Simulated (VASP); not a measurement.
Wanted: the native input for a VASP 6.6.1 run.

```yaml
Task: single point
Functional: PBE
Potentials_or_basis: VASP PAW PBE potentials, release 64 (Ni)
Cutoff: 520 eV
k_mesh: 12 × 12 × 12
Occupations: gaussian, width 0.05 eV
Spin: collinear spin, ferromagnetic start
Starting_moments: "[2.0] μB"
Dipole_correction: no
Further_INCAR_settings: ALGO = Normal; EDIFF = 1e-06; NBANDS = 15
```

The structure of Ni lies in POSCAR:

```
Ni
1.0
    0.0000000000      1.7740500000      1.7740500000
    1.7740500000      0.0000000000      1.7740500000
    1.7740500000      1.7740500000      0.0000000000
Ni
1
Direct
    0.0000000000      0.0000000000      0.0000000000
```

These files were run (other wordings do the same):

INCAR

```
SYSTEM = Ni
PREC = Accurate ; ENCUT = 520
EDIFF = 1E-6 ; ISMEAR = 0
SIGMA = 0.05 ; LREAL = .FALSE.
LASPH = .TRUE. ; NELM = 150
ALGO = Normal ; ISIF = 2
LWAVE = .FALSE. ; LCHARG = .TRUE.
ISPIN = 2 ; MAGMOM = 2
LORBIT = 11 ; LMAXMIX = 4
GGA = PE ; LELF = .TRUE.
LVHAR = .TRUE. ; NBANDS = 15
```

KPOINTS

```
regular mesh
0
G
  12 12 12
  0 0 0
```

Potentials or basis: VASP PAW PBE potentials, release 64 (Ni).

Launch:

```console
$ cat potpaw_PBE.64/Ni/POTCAR > POTCAR
$ mpirun -np 1 vasp_std > vasp.out
```

It gave:

```
Pressure                                              : -4.3 GPa
Net moment                                            : 0.69 μB per cell
Site moments                                          : Ni +0.71 μB
Valence electrons inside the program's atomic spheres : Ni 9.26
```

Run time: 28 s on 1 thread of AMD EPYC 7R43 64-Core Processor (Zen 3), with other jobs on the host, peak memory 0.11 GiB.
